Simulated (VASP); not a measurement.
Input of a VASP 6.6.1 run:

The input INCAR:

```
SYSTEM = BP
PREC = Accurate
ENCUT = 520
EDIFF = 1E-6
ISMEAR = 0
SIGMA = 0.01
LREAL = .FALSE.
LASPH = .TRUE.
NELM = 60
ALGO = Normal
ISIF = 2
LWAVE = .FALSE.
LCHARG = .FALSE.
NBANDS = 11
```

KPOINTS

```
Automatic mesh
0
G
  8 8 8
  0 0 0
```

POSCAR

```
BP
1.0
    0.0000000000      2.3135014941      2.3135014941
    2.3135014941      0.0000000000      2.3135014941
    2.3135014941      2.3135014941      0.0000000000
B P
1 1
Direct
    0.0000000000      0.0000000000      0.0000000000
    0.2500000000      0.2500000000      0.2500000000
```

Potentials or basis: VASP PAW LDA potentials, release 64 (B, P).

Command:

```bash
$ cat potpaw_LDA.64/B/POTCAR potpaw_LDA.64/P/POTCAR > POTCAR
$ mpirun -np 1 vasp_std > vasp.out
```

What does it give for the band gap on the k mesh?

1.28 eV, indirect (least direct gap 3.29 eV).

What does it give for the pressure?

-13.4 GPa.

A k mesh can miss the band edges.
